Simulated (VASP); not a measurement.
Set up this calculation in VASP 6.6.1, as the native input.

* Task: single point
* Functional: PBEsol
* Potentials or basis: VASP PAW PBE potentials, release 64 (Nb_sv)
* Cutoff: 520 eV
* k mesh: 18 × 18 × 18
* Occupations: gaussian, width 0.1 eV
* Spin: no spin polarisation
* Dipole correction: no
* Further INCAR settings: ALGO = Normal; EDIFF = 1e-07; NBANDS = 12

The structure of Nb lies in POSCAR:

```
Nb
1.0
   -1.6639500000      1.6639500000      1.6639500000
    1.6639500000     -1.6639500000      1.6639500000
    1.6639500000      1.6639500000     -1.6639500000
Nb
1
Direct
    0.0000000000      0.0000000000      0.0000000000
```

One way to write it, as run:

INCAR

```
ALGO = Normal ; EDIFF = 1E-7
ENCUT = 520 ; GGA = PS
ISIF = 2 ; ISMEAR = 0
LASPH = True ; LCHARG = False
LREAL = False ; LWAVE = False
NBANDS = 12 ; NELM = 100
PREC = Accurate ; SIGMA = 0.1
```

KPOINTS

```
k-points
0
Gamma
  18 18 18
```

Potentials or basis: VASP PAW PBE potentials, release 64 (Nb_sv).

The run is started by

```console
$ cat potpaw_PBE.64/Nb_sv/POTCAR > POTCAR
$ mpirun -np 1 vasp_std > vasp.out
```

It gave:

```json
{"Pressure": "-8.6 GPa"}
```

Caveat: the PAW data sets were made with another functional, which shifts forces and pressure a little.

Run time: 28 s on 1 thread of Intel(R) Xeon(R) Platinum 8259CL CPU @ 2.50GHz (Skylake/Cascade Lake), with other jobs on the host, peak memory 0.17 GiB.
